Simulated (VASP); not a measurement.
The system is Mg5Zn3O8 (an interface model).

```
CELL_PARAMETERS angstrom
0.00000 0.00000 5.33078
3.30194 0.00000 0.00000
0.00000 22.54908 0.00000
ATOMIC_POSITIONS crystal
Zn 0.49848 0.48118 0.03744
Zn 0.49625 0.00209 0.16060
Zn 0.49448 0.51693 0.28472
Zn 0.99197 0.99307 0.08167
Zn 0.99820 0.52038 0.20678
Zn 0.00403 0.01761 0.32464
Mg 0.49233 0.96634 0.40714
Mg 0.48873 0.50886 0.53409
Mg 0.48414 0.99939 0.65918
Mg 0.49099 0.49380 0.78466
Mg 0.50969 0.99551 0.91466
Mg 0.98877 0.47408 0.44729
Mg 0.99579 0.98984 0.57895
Mg 0.99801 0.47985 0.70194
Mg 0.99794 0.00408 0.83005
Mg 0.99111 0.51153 0.95754
O 0.38450 0.00696 0.07890
O 0.37083 0.52372 0.20604
O 0.37954 0.01080 0.32534
O 0.37526 0.48841 0.44572
O 0.37102 0.97465 0.57284
O 0.38553 0.50228 0.70655
O 0.36795 0.97338 0.82961
O 0.37991 0.50573 0.95598
O 0.87670 0.49133 0.04384
O 0.87111 0.99197 0.16290
O 0.87953 0.52954 0.28558
O 0.86185 0.98374 0.40539
O 0.89461 0.49426 0.53405
O 0.87417 0.99797 0.66289
O 0.87429 0.49965 0.78763
O 0.88073 0.97963 0.91706
```

Program: VASP 6.6.1. Alike in all runs: task single point; potentials or basis VASP PAW PBE potentials, release 64 (Zn, Mg, O); no spin polarisation; cell as given; k mesh 3 × 4 × 1; cutoff (eV) 520; smearing fermi-dirac 0.05 eV.

Question: Order these runs on this cell by their pressure, lowest first.
A. level PBEsol
B. level PBEsol+D3(BJ)
C. level PBE

Answer: B (-6.4 GPa), A (-4.0 GPa), C (-0.1 GPa).

Caveats: all runs use coarse meshes; the PAW data sets were made with another functional, which shifts forces and pressure a little (at least some runs); three body term missing (at least some runs).
